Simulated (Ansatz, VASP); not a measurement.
# One calculation of Cu, two programs

```
CELL_PARAMETERS angstrom
-1.44279 1.46343 1.39772
1.44279 -1.42215 1.35444
1.44279 1.42215 -1.35444
ATOMIC_POSITIONS crystal
Cu 0.00000 0.00000 0.00000
```

Change from the starting cell: strain +0.0300 x Voigt [0, 0, 0, 1, 0, 0], atoms carried along.

Alike in both runs: task single point; functional PBEsol; k mesh 24 × 24 × 24; occupations gaussian, width 0.15 eV; no spin polarisation.

|  | VASP | Ansatz |
| --- | --- | --- |
| version | VASP 6.6.1 | Ansatz 0.2.0 |
| potentials or method | VASP PAW PBE potentials, release 64 (Cu), cutoff 520 eV | scalar-relativistic, plane waves, PAW |
| valence electrons in the cell | 11 | 19 |

```csv
,VASP,Ansatz,Ansatz less VASP
gap on the k mesh at the Fermi level (eV),none,none,-
pressure (GPa),-0.4,-1.2,-0.82
"traceless stress, the component that is largest in VASP (GPa)",-2.91,-2.96,-0.053
```

VASP's potentials were made for PBE, not for PBEsol. A gap of «none» marks a metal or a gap that the smearing closes. VASP's potentials hold 11 valence electrons a cell and Ansatz's 19, so a difference there can come from the potentials and not from the codes.
